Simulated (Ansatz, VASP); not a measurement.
# Pb: VASP beside Ansatz

```
Pb
1.0
     3.09820   -1.78465    0.00000
     3.09820    1.78465    0.00000
    -2.15695    0.00000    6.21477
Pb
2
Direct
  0.90851 0.90851 0.72629
  0.09149 0.09149 0.27371
```

Change from the starting cell: volume scaled by 1.06.

Alike in both runs: task single point; functional PBEsol; k mesh 9 × 9 × 5; occupations fermi-dirac, width 0.05 eV; no spin polarisation.

|  | VASP | Ansatz |
| --- | --- | --- |
| version | VASP 6.6.1 | Ansatz 0.2.0 |
| potentials or method | VASP PAW PBE potentials, release 64 (Pb_d), cutoff 520 eV | all-electron LAPW, scalar-relativistic |

|  | VASP | Ansatz | Ansatz less VASP |
| --- | --- | --- | --- |
| gap on the k mesh at the Fermi level (eV) | none | none | - |
| pressure (GPa) | -3.7 | -3.6 | +0.03 |
| traceless stress, the component that is largest in VASP (GPa) | -0.12 | -0.11 | +0.004 |
| rms of the force components (eV/Å) | 0.131 | 0.130 | -0.0006 |

VASP's potentials were made for PBE, not for PBEsol. Atom by atom the forces differ by 0.001 eV/Å (rms over components). A gap of «none» marks a metal or a gap that the smearing closes. Ansatz ran all-electron here, and VASP with PAW potentials.

Neither program's run includes spin-orbit coupling.
